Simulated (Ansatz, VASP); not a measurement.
## Two plane-wave programs on IrS

Contents of POSCAR:

```
IrS
1.0
    0.0000000000      2.4605182162      2.4605182162
    2.4605182162      0.0000000000      2.4605182162
    2.4605182162      2.4605182162      0.0000000000
Ir S
1 1
Direct
    0.5000000000      0.5000000000      0.5000000000
    0.0000000000      0.0000000000      0.0000000000
```

The input INCAR.step1:

```
ALGO = Normal ; EDIFF = 1E-4
ENCUT = 520 ; GGA = PE
ISMEAR = 0 ; LASPH = True
LCHARG = False ; LREAL = False
LWAVE = True ; NBANDS = 14
NELM = 60 ; PREC = Accurate
SIGMA = 0.05
```

Contents of INCAR.step2:

```
ALGO = Normal ; EDIFF = 1E-6
ENCUT = 520 ; ISIF = 2
ISMEAR = 0 ; ISTART = 1
LASPH = True ; LCHARG = False
LMIXTAU = True ; LREAL = False
LWAVE = False ; METAGGA = R2SCAN
NBANDS = 14 ; NELM = 60
PREC = Accurate ; SIGMA = 0.05
```

The input KPOINTS:

```
k-points
0
Gamma
  12 12 12
```

Input for Ansatz:

```yaml
crystal:
  lattice:
    - [0.0, 2.4605182162, 2.4605182162]
    - [2.4605182162, 0.0, 2.4605182162]
    - [2.4605182162, 2.4605182162, 0.0]
  atoms:
    - { symbol: Ir, position: [0.5, 0.5, 0.5] }
    - { symbol: S, position: [0.0, 0.0, 0.0] }
basis:
  ecutwfc: 500
  ecutrho_ratio: 4
kpoints:
  mp_grid: { grid: [12, 12, 12] }
hamiltonian:
  xc: r2scan
scf:
  occupations: { method: gaussian, width: 0.05 }
output:
  forces: true
  stress: true
  eigenvalues: true
```

Alike in both runs: task single point; functional r2SCAN; k mesh 12 × 12 × 12; occupations gaussian, width 0.05 eV; no spin polarisation.

|  | VASP | Ansatz |
| --- | --- | --- |
| version | VASP 6.6.1 | Ansatz 0.2.0 |
| potentials or method | VASP PAW PBE potentials, release 64 (Ir, S), cutoff 520 eV | scalar-relativistic, plane waves, PAW |
| valence electrons in the cell | 15 | 23 |

```tsv
	VASP	Ansatz	Ansatz less VASP
gap on the k mesh at the Fermi level (eV)	none	none	-
pressure (GPa)	1.2	0.0	-1.17
```

VASP's potentials were made for PBE, not for r2SCAN. A gap of «none» marks a metal or a gap that the smearing closes. VASP's potentials hold 15 valence electrons a cell and Ansatz's 23, so a difference there can come from the potentials and not from the codes.

Spin-orbit coupling is off throughout.
